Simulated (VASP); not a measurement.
# Os11RuPt3Rh (P1) in VASP: notebook

Runs on Os11RuPt3Rh. Level: PBE. Tasks: single point.

Program: VASP 6.6.1. These are calculated values, not measurements. Logs are shortened: lines on timing, memory, paths and dates and some standing lists are left out, and cuts for length are marked.

## Step 1: The cell of the first run

The typed cell holds 16 atoms: a = 6.698 Å, b = 6.702 Å, c = 6.696 Å, α = 109.41°, β = 109.57°, γ = 109.38°.

## Step 2: Single point, PBE

Input file INCAR:

```
PREC = Accurate
ENCUT = 520
EDIFF = 1E-7
ISMEAR = 0
SIGMA = 0.1
LREAL = Auto
LASPH = T
NELM = 80
ALGO = Fast
ISIF = 2
LWAVE = F
LCHARG = T
GGA = PE
LELF = T
LVHAR = T
ISYM = 0
NBANDS = 88
```

Input file KPOINTS:

```
Automatic mesh
0
Gamma
  3 3 3
```

Input file POSCAR:

```
Os11RuPt3Rh
1.0
   -3.8676892674      3.8704955867     -3.8624291577
    3.8730131748      3.8739751593      3.8605848230
    3.8683791675     -3.8686512519     -3.8612747231
Ru Rh Os Pt
1 1 11 3
Direct
    0.4959270236      0.2401551118      0.2421991889
    0.2434746562      0.4960982122      0.2430411946
    0.2528280466      0.0061695375      0.7534143598
    1.0052435526      0.2498442810      0.7503886413
    0.4993027378      1.0054078157      0.4979639055
    0.2425467058      0.2403136626      0.4950445257
    0.0030533159      0.4988726687      0.4980873716
    0.7522973052      1.0063410897      0.2526147969
    0.0108586142      0.0096750494      0.0093896068
    0.0060340523      0.7520867351      0.2516044213
    0.7505241537      0.2503928564      0.0050753029
    0.4997725937      0.4989137734     -0.0003573643
    0.2521754872      0.7525962712      0.0053905186
    0.7533593199      0.4975896351      0.7523002599
    0.4990128703      0.7530598808      0.7528512014
    0.7530251804      0.7521479581      0.4977896018
```

Potentials or basis: VASP PAW PBE potentials, release 64 (Ru_pv, Rh_pv, Os, Pt).

Run with:

```
cat potpaw_PBE.64/Ru_pv/POTCAR potpaw_PBE.64/Rh_pv/POTCAR potpaw_PBE.64/Os/POTCAR potpaw_PBE.64/Pt/POTCAR > POTCAR
mpirun -np 1 vasp_std > vasp.out
```

OUTCAR:

```text
PREC = Accurate
   ENCUT = 520
   EDIFF = 1E-7
   ISMEAR = 0
   LREAL = Auto
   LASPH = T
   NELM = 80
   ISIF = 2
   GGA = PE
   ISYM = 0

 ion  position               nearest neighbor table
   1  0.496  0.240  0.242-   9 2.65  13 2.67   3 2.67   8 2.68   5 2.68  11 2.69  12 2.74   6 2.77
                             7 2.77   2 2.78  14 2.79  16 2.81
   2  0.243  0.496  0.243-   9 2.67   4 2.69  11 2.70  10 2.70  13 2.70   7 2.71  12 2.73   6 2.78
                             1 2.78  16 2.79  15 2.79   5 2.79
   3  0.253  0.006  0.753-   1 2.67   4 2.69   6 2.69  12 2.70  11 2.72   9 2.72  15 2.73  16 2.73
                            10 2.74   5 2.75  13 2.76   7 2.78
   4  0.005  0.250  0.750-   3 2.69   2 2.69   6 2.70  12 2.71   8 2.72  16 2.73   9 2.73  14 2.73
                             7 2.74  13 2.75   5 2.77  11 2.79
   5  0.499  0.005  0.498-   1 2.68   6 2.69  13 2.69  14 2.70  10 2.70   8 2.73   3 2.75   4 2.77
                            16 2.77  15 2.77  11 2.77   2 2.79
   6  0.243  0.240  0.495-   9 2.66  10 2.68   8 2.68   5 2.69   3 2.69   4 2.70   7 2.72  12 2.76
                             1 2.77   2 2.78  14 2.79  15 2.81
   7  0.003  0.499  0.498-  11 2.70   8 2.70   2 2.71  15 2.71   6 2.72  10 2.73   4 2.74  16 2.75
                            14 2.76  13 2.77   1 2.77   3 2.78
   8  0.752  0.006  0.253-   1 2.68   6 2.68  11 2.69   7 2.70   4 2.72   5 2.73  16 2.73  15 2.73
                            13 2.74   9 2.75  10 2.78  12 2.78
   9  0.011  0.010  0.009-   1 2.65   6 2.66   2 2.67   3 2.72  13 2.73   4 2.73  10 2.73  11 2.74
                             8 2.75  16 2.80  15 2.80  14 2.81
  10  0.006  0.752  0.252-   6 2.68  13 2.69   2 2.70   5 2.70  14 2.73  16 2.73   7 2.73   9 2.73
                             3 2.74  11 2.75  12 2.77   8 2.78
  11  0.751  0.250  0.005-   8 2.69   1 2.69   7 2.70   2 2.70   3 2.72  15 2.72  12 2.73  14 2.73
                             9 2.74  10 2.75   5 2.77   4 2.79
  12  0.500  0.499  1.000-   3 2.70   4 2.71  16 2.72  11 2.73   2 2.73  15 2.74  13 2.74  14 2.74
                             1 2.74   6 2.76  10 2.77   8 2.78
  13  0.252  0.753  0.005-   1 2.67  10 2.69   5 2.69   2 2.70   9 2.73  14 2.73  15 2.73   8 2.74
                            12 2.74   4 2.75   3 2.76   7 2.77
  14  0.753  0.498  0.752-   5 2.70  13 2.73  10 2.73   4 2.73  11 2.73  12 2.74   7 2.76  16 2.78
                            15 2.79   1 2.79   6 2.79   9 2.81
  15  0.499  0.753  0.753-   7 2.71  11 2.72   3 2.73  13 2.73   8 2.73  12 2.74   5 2.77  16 2.79
                            14 2.79   2 2.79   9 2.80   6 2.81
  16  0.753  0.752  0.498-  12 2.72   4 2.73   8 2.73  10 2.73   3 2.73   7 2.75   5 2.77  14 2.78
                            15 2.79   2 2.79   9 2.80   1 2.81

IMPORTANT INFORMATION: All symmetrisations will be switched off!
NOSYMM: (Re-)initialisation of all symmetry stuff for point group C_1.

----------------------------------------------------------------------------------------

                                     Primitive cell

  volume of cell :     231.5294

  direct lattice vectors                    reciprocal lattice vectors
    -3.867689267  3.870495587 -3.862429158    -0.000100316  0.129093625 -0.129440744
     3.873013175  3.873975159  3.860584823     0.129086993  0.129035652  0.000042343
     3.868379168 -3.868651252 -3.861274723     0.129164274 -0.000119624 -0.129460053

  length of vectors
     6.697620126  6.701643810  6.696287209     0.182811598  0.182520281  0.182875174

  position of ions in fractional coordinates (direct lattice)
     0.495927024  0.240155112  0.242199189
     0.243474656  0.496098212  0.243041195
     0.252828047  0.006169537  0.753414360
     0.005243553  0.249844281  0.750388641
     0.499302738  0.005407816  0.497963906
     0.242546706  0.240313663  0.495044526
[... 8 lines left out ...]
     0.499012870  0.753059881  0.752851201
     0.753025180  0.752147958  0.497789602

  ion indices of the primitive-cell ions
   primitive index   ion index
                 1           1
                 2           2
                 3           3
                 4           4
                 5           5
                 6           6
[... 8 lines left out ...]
                15          15
                16          16

----------------------------------------------------------------------------------------

 KPOINTS: Automatic mesh

Automatic generation of k-mesh.
 Grid dimensions read from file:
 generate k-points for:    3    3    3

 Generating k-lattice:

  Cartesian coordinates                     Fractional coordinates (reciprocal lattice)
    -0.000033439  0.043031208 -0.043146915     0.333333333  0.000000000 -0.000000000
     0.043028998  0.043011884  0.000014114    -0.000000000  0.333333333  0.000000000
     0.043054758 -0.000039875 -0.043153351     0.000000000 -0.000000000  0.333333333

  Length of vectors
[... 49 lines left out ...]
   NFREE  =      0    steps in history (QN), initial steepest desc. (CG)
   ISIF   =      2    stress and relaxation
   ISYM   =      0    0-nonsym 1-usesym 2-fastsym
   POTIM  = 0.5000    time-step for ionic-motion
   TEBEG  =    0.0;   TEEND  =   0.0 temperature during run
   PSTRESS=    0.0 pullay stress
   NELECT =     147.0000    total number of electrons
   NUPDOWN=      -1.0000    fix difference up-down
   EMIN   =  10.00;   EMAX   =-10.00  energy-range for DOS
   EFERMI =   0.00;   METHOD = LEGACY
   ISMEAR =     0;   SIGMA  =   0.10  broadening in eV -4-tet -1-fermi 0-gaus
   EFERMI_NEDOS =   21; number of points for ismear=-14 and -15
   IALGO  =     68    algorithm
   IMIX   =      4    mixing-type and parameters
     AMIX     =   0.40;   BMIX     =  1.00
     AMIX_MAG =   1.60;   BMIX_MAG =  1.00
  volume/ion in A,a.u.               =      14.47        97.65
  Fermi-wavevector in a.u.,A,eV,Ry     =   1.407058  2.658953 26.936965  1.979811
  Thomas-Fermi vector in A             =   2.529355
   LORBIT       =      0    0 simple, 1 ext, 2 COOP (PROOUT), +10 PAW based schemes
   GGA     = PE    functional components
   LHFCALC =     F    Hartree Fock is set to
   AEXX    =    0.0000 exact exchange contribution
   IVDW    =     0    specifies the selected vdW correction
   LEPSILON=     F    determine dielectric tensor
   LRPA    =     F    only Hartree local field effects (RPA)
 non-spin polarized calculation
 RMM-DIIS sequential band-by-band and
 Gauss-broadening in eV      SIGMA  =   0.10
  energy-cutoff  :      520.00
  volume of cell :      231.53
 maximum number of plane-waves:      6339
 NGX is ok and might be reduce to    50
   NGX = 25   NGY = 25   NGZ = 25

 number of electron     146.9999997 magnetization

 Free energy of the ion-electron system (eV)
  ---------------------------------------------------
  ext. energy  EPLUGINS =         0.00000000
  ---------------------------------------------------
  free energy    TOTEN  =      -156.72040548 eV

  energy without entropy =     -156.63671757  energy(sigma->0) =     -156.67856152

 E-fermi :   9.8331     XC(G=0): -13.8243

 val. band max:        9.8230762876   @ k =  -0.3333  -0.3333   0.3333
 cond. band min:       9.8372092994   @ k =   0.3333   0.3333   0.3333
 fundamental gap:      0.0141330117
 Fermi energy:         9.8331346107

 k-point     1 :       0.0000    0.0000    0.0000
  band No.  band energies     occupation
      1     -37.0229      2.00000
      2     -37.0138      2.00000
      3     -36.9689      2.00000
      4     -33.1885      2.00000
      5     -33.1658      2.00000
      6     -33.1266      2.00000
[... 77 lines left out ...]
     84      11.9773      0.00000
     85      12.0413      0.00000

 k-point     2 :       0.3333    0.0000    0.0000
  band No.  band energies     occupation
      1     -37.0229      2.00000
      2     -37.0138      2.00000
      3     -36.9689      2.00000
      4     -33.1885      2.00000
      5     -33.1658      2.00000
      6     -33.1266      2.00000
[... 1045 lines left out ...]
     84      11.2303      0.00000
     85      11.2427      0.00000

 k-point    14 :      -0.3333   -0.3333    0.3333
  band No.  band energies     occupation
      1     -37.0229      2.00000
      2     -37.0138      2.00000
      3     -36.9689      2.00000
      4     -33.1885      2.00000
      5     -33.1658      2.00000
      6     -33.1266      2.00000
[... 77 lines left out ...]
     84      11.2686      0.00000
     85      11.3013      0.00000
 [bands above 85 left out]

------------------------ aborting loop because EDIFF is reached ----------------------------------------

  FORCE on cell =-STRESS in cart. coord.  units (eV):
  Direction    XX          YY          ZZ          XY          YZ          ZX
  --------------------------------------------------------------------------------------
  -------------------------------------------------------------------------------------
  Total       -0.3232034     -0.2420396     -0.3653058     -0.0433421     -0.0413721     -0.0602913
  in kB       -2.2365590     -1.6749071     -2.5279062     -0.2999261     -0.2862938     -0.4172139
  external PRESSURE =      -2.1464574 kB  Pullay stress =       0.0000000 kB

 VOLUME and BASIS-vectors are now :
 -----------------------------------------------------------------------------
  energy-cutoff  :      520.00
  volume of cell :      231.53
      direct lattice vectors                 reciprocal lattice vectors
    -3.867689267  3.870495587 -3.862429158    -0.000100316  0.129093625 -0.129440744
     3.873013175  3.873975159  3.860584823     0.129086993  0.129035652  0.000042343
     3.868379168 -3.868651252 -3.861274723     0.129164274 -0.000119624 -0.129460053

 POSITION                                       TOTAL-FORCE (eV/Angst)
 -----------------------------------------------------------------------------------
     -0.05105      1.91285     -1.92354         0.006958      0.016547     -0.007129
      1.91989      1.92400      0.03638         0.006478      0.017955     -0.003908
      1.96053     -1.91223     -3.86185        -0.003882     -0.002922      0.006291
      3.85016     -1.91481     -1.95316        -0.008078      0.000709      0.001502
      0.01611      0.02705     -3.83042        -0.006740     -0.002828     -0.007085
      1.90766     -0.04541     -1.92057        -0.004893      0.013789      0.003138
[... 8 lines left out ...]
      3.89890      1.93624     -1.92712        -0.015234     -0.002138     -0.004349
      1.92625      3.90261     -1.92688         0.000719      0.015104     -0.002060
 -----------------------------------------------------------------------------------
    total drift:                               -0.006503      0.005885     -0.003318

  FREE ENERGIE OF THE ION-ELECTRON SYSTEM (eV)
  ---------------------------------------------------
  free  energy   TOTEN  =      -156.7204054779 eV

  energy  without entropy=     -156.6367175708  energy(sigma->0) =     -156.67856152
```

Run time: 56 min. Hardware: 1 thread of Intel Xeon 8259CL, shared host; peak memory 0.48 GiB.

Results:

```
Free energy            : -156.7204 eV
Pressure               : -0.2 GPa
Largest force          : 0.036 eV/Å
Band gap on the k mesh : zero (an odd number of electrons rules out a gap without spin polarisation)
```

Forces on the atoms (eV/Å):
```
Ru   0.007  0.017 -0.007
Rh   0.006  0.018 -0.004
Os  -0.004 -0.003  0.006
Os  -0.008  0.001  0.002
Os  -0.007 -0.003 -0.007
Os  -0.005  0.014  0.003
Os   0.011 -0.028  0.020
Os   0.007 -0.003  0.004
Os  -0.006 -0.035  0.006
Os  -0.006 -0.006 -0.010
Os   0.016  0.024 -0.002
Os   0.005 -0.033 -0.001
Os  -0.003  0.021 -0.011
Pt  -0.001  0.003  0.008
Pt  -0.015 -0.002 -0.004
Pt   0.001  0.015 -0.002
```

Levels at points of the mesh, in eV from the Fermi level:
| k point | band 69 | band 70 | band 71 | band 72 | band 73 | band 74 | band 75 | band 76 | band 77 | band 78 |
| --- | --- | --- | --- | --- | --- | --- | --- | --- | --- | --- |
| (0.00, 0.00, 0.00) | -0.96 | -0.67 | -0.63 | -0.50 | -0.38 | -0.30 | -0.29 | -0.17 | -0.09 | -0.07 |

Caveat: the k points lie up to 0.38 Å⁻¹ apart, too coarse for converged energies and pressures of a metal; spin-orbit coupling is left out, which moves the levels of the heavy elements.

## Step 3: Single point, PBE

Input file INCAR:

```
PREC = Accurate
ENCUT = 520
EDIFF = 1E-6
ISMEAR = 0
SIGMA = 0.1
LREAL = Auto
LASPH = True
NELM = 100
ALGO = Fast
ISIF = 2
LWAVE = False
LCHARG = True
GGA = PE
LELF = True
LVHAR = True
NBANDS = 88
ISYM = 0
```

KPOINTS is that of step 2.

Input file POSCAR:

```
Os11RuPt3Rh
1.0
   -3.8553178935      3.8757047230     -3.8617352553
    3.8564905629      3.8768772842      3.8617351471
    3.8617500010     -3.8757046148     -3.8681672546
Ru Rh Os Pt
1 1 11 3
Direct
    0.7438408882      0.7460995273      0.4977866046
    0.2522184438      0.0027110337      0.7546214625
    0.5009831758      1.0021619866      0.4980287511
    0.7482061075      0.4984326237      0.7465868830
    0.2509057795      0.2529190389      0.4977321515
   -0.0053047082      0.4944715737      0.4983299866
    0.7477301026      0.0027297772      0.2498859808
    0.4998336155      0.2513257927      0.2511337158
    1.0032050186      0.0022416746      0.0058376267
    0.2515074685      0.4985327064      0.2499810413
    0.7494712063      0.2529375546      0.0045366062
    0.5008849660      0.5003144144      0.0044363115
    0.2509397754      0.7545652936      1.0044308727
    0.9992281235      0.2514327530      0.7519693128
    0.5008733790      0.7503777655      0.7514315430
    0.9990991732      0.7500125658      0.2508480102
```

Potentials or basis: VASP PAW PBE potentials, release 64 (Ru_pv, Rh_pv, Os, Pt).

Run with:

```
cat potpaw_PBE.64/Ru_pv/POTCAR potpaw_PBE.64/Rh_pv/POTCAR potpaw_PBE.64/Os/POTCAR potpaw_PBE.64/Pt/POTCAR > POTCAR
mpirun -np 1 vasp_std > vasp.out
```

It took 38 min on 1 thread of Intel Xeon 8259CL, shared host; peak memory 0.48 GiB.

The run converged. Its results:

- Free energy: -156.3063 eV
- Pressure: -0.2 GPa
- Largest force: 0.031 eV/Å
- Band gap on the k mesh: zero (an odd number of electrons rules out a gap without spin polarisation)

Forces on the atoms (eV/Å):
```
Ru   0.000 -0.011 -0.010
Rh  -0.014 -0.003 -0.014
Os  -0.001  0.001 -0.011
Os  -0.004 -0.003  0.025
Os  -0.002 -0.001  0.010
Os  -0.008  0.024 -0.010
Os  -0.003  0.005  0.005
Os   0.012  0.001 -0.010
Os   0.002  0.017 -0.021
Os   0.013 -0.007  0.027
Os   0.006 -0.006 -0.001
Os  -0.007  0.006 -0.009
Os  -0.001 -0.016 -0.003
Pt  -0.003 -0.014  0.004
Pt   0.005  0.008  0.006
Pt   0.006  0.000  0.013
```

Levels at points of the mesh, in eV from the Fermi level:
| k point | band 72 | band 73 | band 74 | band 75 | band 76 | band 77 |
| --- | --- | --- | --- | --- | --- | --- |
| (0.00, 0.00, 0.00) | -0.59 | -0.55 | -0.50 | -0.39 | -0.27 | -0.21 |

Caveat: the k points lie up to 0.38 Å⁻¹ apart, too coarse for converged energies and pressures of a metal; spin-orbit coupling is left out, which moves the levels of the heavy elements.

## Step 4: Single point, PBE

INCAR: that of step 3 with these lines changed.

```diff
@@ -15,3 +15,3 @@
 LVHAR = True
+ISYM = 0
 NBANDS = 88
-ISYM = 0
```

KPOINTS is that of step 3.

Input file POSCAR:

```
Os11RuPt3Rh
1.0
   -3.8757743882      3.8625537051     -3.8766432918
    3.8731521717      3.8581636929      3.8748754962
    3.8704256234     -3.8607859095     -3.8695267314
Ru Rh Os Pt
1 1 11 3
Direct
    0.5017878638      0.7468821932      0.7508214159
   -0.0073291558      0.7468410354      0.2511355676
    0.2479158051     -0.0001445468      0.7481196480
    1.0019175470      0.2466414817      0.7507655913
    0.7502285529      0.5027111928      0.7531994468
    0.2455055744      0.2556571608      0.5044203127
    1.0010527985      0.4989999501      0.4963373050
    0.7595338274      0.0001542645      0.2504122542
    0.7547066319      0.7541287476      0.5056273846
    0.9909241801      1.0009843405      0.9968682334
    0.2480071569      0.4926898252      0.2508468759
    0.7551989158      0.2531155687      1.0048860712
    0.5002102142      0.4996794650     -0.0043261403
    0.5021105617     -0.0006095681      0.5051030154
    0.5024986854      0.2551406898      0.2504615582
    0.2484593560      0.7457565303     -0.0037977629
```

Run with:

```
cat potpaw_PBE.64/Ru_pv/POTCAR potpaw_PBE.64/Rh_pv/POTCAR potpaw_PBE.64/Os/POTCAR potpaw_PBE.64/Pt/POTCAR > POTCAR
mpirun -np 1 vasp_std > vasp.out
```

Wall time 33 min (1 thread of Intel Xeon 8259CL, shared host); peak memory 0.48 GiB.

Results (log left out):

```
Free energy            : -156.7210 eV
Pressure               : -0.2 GPa
Largest force          : 0.022 eV/Å
Band gap on the k mesh : zero (an odd number of electrons rules out a gap without spin polarisation)
```

Forces in eV/Å, atoms in the order of the input:
```
Ru   0.003 -0.006  0.001
Rh  -0.009  0.014 -0.002
Os  -0.003 -0.003 -0.002
Os  -0.001 -0.004  0.001
Os  -0.003  0.000 -0.004
Os   0.018  0.002 -0.001
Os  -0.013  0.002 -0.001
Os  -0.006 -0.006  0.002
Os   0.021  0.002 -0.008
Os  -0.001  0.000  0.010
Os   0.001  0.008  0.001
Os   0.010 -0.006 -0.015
Os  -0.008 -0.002  0.014
Pt  -0.009  0.002  0.016
Pt  -0.006 -0.017 -0.008
Pt   0.006  0.013 -0.005
```

Levels at points of the mesh, in eV from the Fermi level:
```tsv
k point	band 70	band 71	band 72	band 73	band 74	band 75	band 76	band 77
(0.00, 0.00, 0.00)	-0.70	-0.66	-0.48	-0.38	-0.32	-0.26	-0.21	-0.07
```

Caveat: the k points lie up to 0.38 Å⁻¹ apart, too coarse for converged energies and pressures of a metal; spin-orbit coupling is left out, which moves the levels of the heavy elements.

## Step 5: Overview

| cell | gap on the mesh (eV) | pressure (GPa) | largest force (eV/Å) |
| --- | --- | --- | --- |
| a = 6.698, b = 6.702, c = 6.696 Å, angles 109.4, 109.6, 109.4°, 16 atoms, atomic positions A | none | -0.2 | 0.04 |
| a = 6.693, b = 6.694, c = 6.701 Å, angles 109.6, 109.5, 109.2°, 16 atoms, atomic positions B | none | -0.2 | 0.03 |
| a = 6.706, b = 6.701, c = 6.698 Å, angles 109.4, 109.4, 109.7°, 16 atoms, atomic positions C | none | -0.2 | 0.02 |

Alike in all rows: task single point; level PBE; potentials or basis VASP PAW PBE potentials, release 64 (Ru_pv, Rh_pv, Os, Pt); no spin polarisation; k mesh 3 × 3 × 3; cutoff (eV) 520; smearing gaussian 0.1 eV.

Caveats: all runs use coarse meshes; spin-orbit coupling is left out, which moves the levels of the heavy elements.

Total energies depend on the potentials used, so only differences within one code and one set of settings carry meaning.

The gap in the log of VASP goes by the Fermi energy; the results here count the filled bands.